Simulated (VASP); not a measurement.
A run of VASP 6.6.1 is set up as follows.

File INCAR:

```
  ALGO = Normal
  EDIFF = 1E-7
  EDIFFG = -0.005
  ENCUT = 600
  GGA = CA
  IBRION = 2
  ISIF = 3
  ISMEAR = 0
  LASPH = True
  LCHARG = False
  LREAL = False
  LWAVE = False
  NELM = 100
  NSW = 70
  PREC = Accurate
  SIGMA = 0.1
```

The input KPOINTS:

```
k-points
0
Gamma
  12 12 12
```

File POSCAR:

```
LuPd
1.0
    3.4460288844      0.0000000000      0.0000000000
    0.0000000000      3.4460288844      0.0000000000
    0.0000000000      0.0000000000      3.4460288844
Lu Pd
1 1
Direct
    0.0000000000      0.0000000000      0.0000000000
    0.5000000000      0.5000000000      0.5000000000
```

Potentials or basis: VASP PAW PBE potentials, release 64 (Lu, Pd).

Command:

```bash
$ cat potpaw_PBE.64/Lu/POTCAR potpaw_PBE.64/Pd/POTCAR > POTCAR
$ mpirun -np 1 vasp_std > vasp.out
```

(1) What does it give for the space group after relaxing (to 0.05 Å)?

(2) Predict the relaxed volume.

(3) Predict the relaxed cell.

## Answers

(1) Pm-3m (No. 221).

(2) 18.91 Å³/atom.

(3) a = 3.356 Å, b = 3.356 Å, c = 3.356 Å, α = 90.00°, β = 90.00°, γ = 90.00°.

Caveat: the PAW data sets were made with another functional, which shifts forces and pressure a little.
